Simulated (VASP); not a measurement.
# GaSb (rocksalt type) (Fm-3m) in VASP: density of states with LDA

Aim: the density of states of GaSb (rocksalt type) with LDA.

All numbers are computed with VASP 6.6.1; they aren't measurements. Logs are shortened: lines on timing, memory, paths and dates and some standing lists are left out, and cuts for length are marked.

### Step 1. The cell of the first run

It takes space group Fm-3m (No. 225, cubic). Conventional cell: a = 4.865 Å, b = 4.865 Å, c = 4.865 Å, α = 90.00°, β = 90.00°, γ = 90.00°. Within 3.2 Å of Ga (site symmetry m-3m) lie 6 Sb at 2.43 Å. Within 3.2 Å of Sb (site symmetry m-3m) lie 6 Ga at 2.43 Å.

### Step 2. Density of states, LDA (volume scaled by 0.64)

The input, POSCAR:

```
GaSb
1.0
    0.0000000000      2.4324311840      2.4324311840
    2.4324311840      0.0000000000      2.4324311840
    2.4324311840      2.4324311840      0.0000000000
Ga Sb
1 1
Direct
    0.0000000000      0.0000000000      0.0000000000
    0.5000000000      0.5000000000      0.5000000000
```

The input, INCAR.step1:

```
  PREC = Accurate
  ENCUT = 520
  EDIFF = 1E-7
  ISMEAR = -1
  SIGMA = 0.05
  LREAL = False
  LASPH = True
  NELM = 60
  ALGO = Normal
  ISIF = 2
  LWAVE = False
  LCHARG = True
  GGA = CA
  NBANDS = 16
```

The input, KPOINTS.step1:

```
Automatic mesh
0
Gamma
  12 12 12
```

The input, INCAR.step2:

```
  PREC = Accurate
  ENCUT = 520
  EDIFF = 1E-7
  ISMEAR = -5
  SIGMA = 0.05
  LREAL = False
  LASPH = True
  NELM = 60
  ALGO = Normal
  ISIF = 2
  LWAVE = False
  LCHARG = False
  GGA = CA
  LORBIT = 11
  NBANDS = 16
  NEDOS = 1001
  ICHARG = 11
```

The input, KPOINTS.step2:

```
Automatic mesh
0
Gamma
  18 18 18
```

Potentials or basis: VASP PAW LDA potentials, release 64 (Ga_d, Sb).

Launch:

```
cat potpaw_LDA.64/Ga_d/POTCAR potpaw_LDA.64/Sb/POTCAR > POTCAR
cp INCAR.step1 INCAR
cp KPOINTS.step1 KPOINTS
mpirun -np 1 vasp_std > vasp.out
cp INCAR.step2 INCAR
cp KPOINTS.step2 KPOINTS
mpirun -np 1 vasp_std > vasp.out
```

OUTCAR:

```text
PREC = Accurate
   ENCUT = 520
   EDIFF = 1E-7
   ISMEAR = -5
   LREAL = False
   LASPH = True
   NELM = 60
   ISIF = 2
   GGA = CA
   LORBIT = 11
   ICHARG = 11

 ion  position               nearest neighbor table
   1  0.000  0.000  0.000-   2 2.43   2 2.43   2 2.43   2 2.43   2 2.43   2 2.43
   2  0.500  0.500  0.500-   1 2.43   1 2.43   1 2.43   1 2.43   1 2.43   1 2.43

  LATTYP: Found a face centered cubic cell.
 ALAT       =     4.8648623680

  Lattice vectors:

 A1 = (   0.0000000000,   2.4324311840,   2.4324311840)
 A2 = (   2.4324311840,   0.0000000000,   2.4324311840)
 A3 = (   2.4324311840,   2.4324311840,   0.0000000000)

Analysis of symmetry for initial positions (statically):
=====================================================================
 Subroutine PRICEL returns:
 Original cell was already a primitive cell.

 Routine SETGRP: Setting up the symmetry group for a
 face centered cubic supercell.

 Subroutine GETGRP returns: Found 48 space group operations
 (whereof 48 operations were pure point group operations)
 out of a pool of 48 trial point group operations.

The static configuration has the point symmetry O_h .

Analysis of symmetry for dynamics (positions and initial velocities):
=====================================================================
 Subroutine PRICEL returns:
 Original cell was already a primitive cell.

 Routine SETGRP: Setting up the symmetry group for a
 face centered cubic supercell.

 Subroutine GETGRP returns: Found 48 space group operations
 (whereof 48 operations were pure point group operations)
 out of a pool of 48 trial point group operations.

The dynamic configuration has the point symmetry O_h .

 Subroutine INISYM returns: Found 48 space group operations
 (whereof 48 operations are pure point group operations),
 and found     1 'primitive' translations

----------------------------------------------------------------------------------------

                                     Primitive cell

  volume of cell :      28.7840

  direct lattice vectors                    reciprocal lattice vectors
     0.000000000  2.432431184  2.432431184    -0.205555661  0.205555661  0.205555661
     2.432431184  0.000000000  2.432431184     0.205555661 -0.205555661  0.205555661
     2.432431184  2.432431184  0.000000000     0.205555661  0.205555661 -0.205555661

  length of vectors
     3.439977170  3.439977170  3.439977170     0.356032849  0.356032849  0.356032849

  position of ions in fractional coordinates (direct lattice)
     0.000000000  0.000000000  0.000000000
     0.500000000  0.500000000  0.500000000

  ion indices of the primitive-cell ions
   primitive index   ion index
                 1           1
                 2           2

----------------------------------------------------------------------------------------

 KPOINTS: Automatic mesh

Automatic generation of k-mesh.
 Grid dimensions read from file:
 generate k-points for:   18   18   18

 Generating k-lattice:

  Cartesian coordinates                     Fractional coordinates (reciprocal lattice)
    -0.011419759  0.011419759  0.011419759     0.055555556  0.000000000  0.000000000
     0.011419759 -0.011419759  0.011419759     0.000000000  0.055555556  0.000000000
     0.011419759  0.011419759 -0.011419759     0.000000000  0.000000000  0.055555556

  Length of vectors
     0.019779603  0.019779603  0.019779603

  Shift w.r.t. Gamma in fractional coordinates (k-lattice)
     0.000000000  0.000000000  0.000000000

 TETIRR: Found    806 inequivalent tetrahedra from    34992

 Subroutine IBZKPT returns following result:
 ===========================================

 Found    195 irreducible k-points:

 Following reciprocal coordinates:
            Coordinates               Weight
  0.000000  0.000000  0.000000      1.000000
  0.055556  0.000000  0.000000      8.000000
  0.111111  0.000000  0.000000      8.000000
  0.166667  0.000000  0.000000      8.000000
  0.222222  0.000000  0.000000      8.000000
  0.277778  0.000000  0.000000      8.000000
[... 16 lines left out ...]
 -0.277778  0.055556  0.000000     24.000000
 -0.222222  0.055556  0.000000     24.000000
 [... further k-points ...]
   k-points           NKPTS =    195   k-points in BZ     NKDIM =    195   number of bands    NBANDS=     16
   number of dos      NEDOS =   1001   number of ions     NIONS =      2
   total plane-waves  NPLWV =  21952
   dimension x,y,z NGX =    28 NGY =   28 NGZ =   28
   dimension x,y,z NGXF=    56 NGYF=   56 NGZF=   56
   ions per type =               1   1
   NGX,Y,Z   is equivalent  to a cutoff of  13.53, 13.53, 13.53 a.u.
   NGXF,Y,Z  is equivalent  to a cutoff of  27.06, 27.06, 27.06 a.u.
 SYSTEM =  unknown system
   PREC   = accura    normal or accurate (medium, high low for compatibility)
   ISTART =      0    job   : 0-new  1-cont  2-samecut
   ICHARG =     11    charge: 1-file 2-atom 10-const
   ISPIN  =      1    spin polarized calculation?
   LNONCOLLINEAR =      F non collinear calculations
   LSORBIT =      F    spin-orbit coupling
   LASPH  =      T    aspherical Exc in radial PAW
   ENCUT  =  520.0 eV  38.22 Ry    6.18 a.u.   6.40  6.40  6.40*2*pi/ulx,y,z
   NELM   =     60;   NELMIN=  2; NELMDL=  0     # of ELM steps
   EDIFF  = 0.1E-06   stopping-criterion for ELM
   LREAL  =      F    real-space projection
   EDIFFG = 0.1E-05   stopping-criterion for IOM
   NSW    =      0    number of steps for IOM
   IBRION =     -1    ionic relax: 0-MD 1-quasi-New 2-CG
   NFREE  =      0    steps in history (QN), initial steepest desc. (CG)
   ISIF   =      2    stress and relaxation
   ISYM   =      2    0-nonsym 1-usesym 2-fastsym
   POTIM  = 0.5000    time-step for ionic-motion
   TEBEG  =    0.0;   TEEND  =   0.0 temperature during run
   PSTRESS=    0.0 pullay stress
   NELECT =      18.0000    total number of electrons
   NUPDOWN=      -1.0000    fix difference up-down
   EMIN   =  10.00;   EMAX   =-10.00  energy-range for DOS
   EFERMI =   0.00;   METHOD = LEGACY
   ISMEAR =    -5;   SIGMA  =   0.05  broadening in eV -4-tet -1-fermi 0-gaus
   EFERMI_NEDOS =   21; number of points for ismear=-14 and -15
   IALGO  =     38    algorithm
   IMIX   =      4    mixing-type and parameters
     AMIX     =   0.40;   BMIX     =  1.00
     AMIX_MAG =   1.60;   BMIX_MAG =  1.00
  volume/ion in A,a.u.               =      14.39        97.12
  Fermi-wavevector in a.u.,A,eV,Ry     =   1.399958  2.645538 26.665831  1.959883
  Thomas-Fermi vector in A             =   2.522966
   LORBIT       =     11    0 simple, 1 ext, 2 COOP (PROOUT), +10 PAW based schemes
   GGA     = CA    functional components
   LHFCALC =     F    Hartree Fock is set to
   AEXX    =    0.0000 exact exchange contribution
   IVDW    =     0    specifies the selected vdW correction
   LEPSILON=     F    determine dielectric tensor
   LRPA    =     F    only Hartree local field effects (RPA)
 non-spin polarized calculation
 Fermi weights with tetrahedron method with Bloechl corrections
  energy-cutoff  :      520.00
  volume of cell :       28.78
 maximum number of plane-waves:       789
 NGX is ok and might be reduce to    28

 number of electron      17.9999995 magnetization

 Free energy of the ion-electron system (eV)
  ---------------------------------------------------
  ext. energy  EPLUGINS =         0.00000000
  ---------------------------------------------------
  free energy    TOTEN  =        -5.34963751 eV

  energy without entropy =       -5.34963751  energy(sigma->0) =       -5.34963751

 E-fermi :  13.9763     XC(G=0): -12.9721

 val. band max:       14.1719052670   @ k =   0.3333   0.0000   0.0000
 cond. band min:      13.9635482927   @ k =   0.1667   0.0000   0.0000
 fundamental gap:     -0.2083569742
 Fermi energy:        13.9763134786

 k-point     1 :       0.0000    0.0000    0.0000
  band No.  band energies     occupation
      1      -3.0742      2.00000
      2      -2.3937      2.00000
      3      -2.3937      2.00000
      4      -2.3658      2.00000
      5      -2.3658      2.00000
      6      -2.3658      2.00000
[... 8 lines left out ...]
     15      22.0046      0.00000
     16      22.0046      0.00000

 k-point     2 :       0.0556    0.0000    0.0000
  band No.  band energies     occupation
      1      -3.0125      2.00000
      2      -2.3977      2.00000
      3      -2.3977      2.00000
      4      -2.3670      2.00000
      5      -2.3643      2.00000
      6      -2.3643      2.00000
[... 8 lines left out ...]
     15      21.5617      0.00000
     16      21.7930      0.00000

 k-point     3 :       0.1111    0.0000    0.0000
  band No.  band energies     occupation
      1      -2.8295      2.00000
      2      -2.4101      2.00000
      3      -2.4101      2.00000
      4      -2.3682      2.00000
      5      -2.3592      2.00000
      6      -2.3592      2.00000
[... 8 lines left out ...]
     15      21.0173      0.00000
     16      21.3882      0.00000

 k-point     4 :       0.1667    0.0000    0.0000
  band No.  band energies     occupation
      1      -2.5514      2.00000
      2      -2.4300      2.00000
      3      -2.4300      2.00000
      4      -2.3504      2.00000
      5      -2.3504      2.00000
      6      -2.3427      2.00000
[... 8 lines left out ...]
     15      21.4115      0.00000
     16      22.0288      0.00000
[... 324 lines left out ...]
 k-point    22 :      -0.3333    0.0556    0.0000
  band No.  band energies     occupation
      1      -2.5224      2.00000
      2      -2.5128      2.00000
      3      -2.4416      2.00000
      4      -2.3150      2.00000
      5      -2.3138      2.00000
      6      -0.4971      2.00000
[... 8 lines left out ...]
     15      24.3594      0.00000
     16      26.9492      0.00000

 k-point    23 :      -0.2778    0.0556    0.0000
  band No.  band energies     occupation
      1      -2.5019      2.00000
      2      -2.4880      2.00000
      3      -2.4307      2.00000
      4      -2.3265      2.00000
      5      -2.3251      2.00000
      6      -1.2113      2.00000
[... 8 lines left out ...]
     15      23.2219      0.00000
     16      25.6935      0.00000

 k-point    24 :      -0.2222    0.0556    0.0000
  band No.  band energies     occupation
      1      -2.4773      2.00000
      2      -2.4648      2.00000
      3      -2.4207      2.00000
      4      -2.3393      2.00000
      5      -2.3383      2.00000
      6      -1.8035      2.00000
[... 8 lines left out ...]
     15      22.1883      0.00000
     16      24.5373      0.00000

 [... further k-points ...]
[... 5 lines left out ...]
  --------------------------------------------------------------------------------------
  -------------------------------------------------------------------------------------
  Total       16.2303620     16.2303620     16.2303620     -0.0000000     -0.0000000      0.0000000
  in kB      903.4146025    903.4146025    903.4146025     -0.0000000     -0.0000000      0.0000000
  external PRESSURE =     903.4146025 kB  Pullay stress =       0.0000000 kB

 VOLUME and BASIS-vectors are now :
 -----------------------------------------------------------------------------
  energy-cutoff  :      520.00
  volume of cell :       28.78
      direct lattice vectors                 reciprocal lattice vectors
     0.000000000  2.432431184  2.432431184    -0.205555661  0.205555661  0.205555661
     2.432431184  0.000000000  2.432431184     0.205555661 -0.205555661  0.205555661
     2.432431184  2.432431184  0.000000000     0.205555661  0.205555661 -0.205555661

 POSITION                                       TOTAL-FORCE (eV/Angst)
 -----------------------------------------------------------------------------------
      0.00000      0.00000      0.00000         0.000000     -0.000000      0.000000
      2.43243      2.43243      2.43243         0.000000      0.000000      0.000000
 -----------------------------------------------------------------------------------
    total drift:                               -0.000000      0.000000      0.000000

  FREE ENERGIE OF THE ION-ELECTRON SYSTEM (eV)
  ---------------------------------------------------
  free  energy   TOTEN  =        -5.3496375144 eV

  energy  without entropy=       -5.3496375144  energy(sigma->0) =       -5.34963751

 total charge

# of ion       s       p       d       tot
------------------------------------------
    1        1.038   1.196  10.095  12.329
    2        1.181   1.562   0.131   2.874
--------------------------------------------------
tot          2.219   2.758  10.226  15.203
```

It took 45 s on 1 thread of Intel Xeon 6975P-C (Granite Rapids), shared host; peak memory 0.21 GiB.

What came out:

| Quantity | Value |
| --- | --- |
| Valence electrons inside the program's atomic spheres | Ga 12.33; Sb 2.87 |

Caveat: spin-orbit coupling is left out, which moves the levels of the heavy elements; tetrahedron occupations give inexact forces and stress in metals.
